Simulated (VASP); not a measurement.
A run of VASP 6.6.1:

File INCAR:

```
SYSTEM = TlAgS2
  ALGO = Normal
  EDIFF = 1E-7
  ENCUT = 520
  GGA = PE
  ISIF = 2
  ISMEAR = -1
  LASPH = .True.
  LCHARG = .False.
  LREAL = .False.
  LWAVE = .False.
  NBANDS = 26
  NELM = 100
  PREC = Accurate
  SIGMA = 0.02
```

The input KPOINTS:

```
k-points
0
Gamma
  6 6 4
  0 0 0
```

Contents of POSCAR:

```
TlAgS2
1.0
    4.2030284627      0.0000000000      0.0000000000
    0.0000000000      4.2030284627      0.0000000000
    0.0000000000      0.0000000000      5.9926907501
Ag S Tl
1 2 1
Direct
    0.0000000000      0.0000000000      0.0000000000
    0.0000000000      0.5000000000      0.2408631092
    0.5000000000      0.0000000000      0.7591368908
    0.5000000000      0.5000000000      0.5000000000
```

Potentials or basis: VASP PAW PBE potentials, release 64 (Ag, S, Tl_d).

Command:

```sh
$ cat potpaw_PBE.64/Ag/POTCAR potpaw_PBE.64/S/POTCAR potpaw_PBE.64/Tl_d/POTCAR > POTCAR
$ mpirun -np 1 vasp_std > vasp.out
```

Hardware: 1 thread of Oxide Virtual Turin-like Processor, on a shared host.

**Question.** How long does it take, and how much memory?

**Answer.** Run time: 47 s on 1 thread of Oxide Virtual Turin-like Processor, with other jobs on the host, peak memory 0.23 GiB. Counts: scf iterations 15, k points 30.
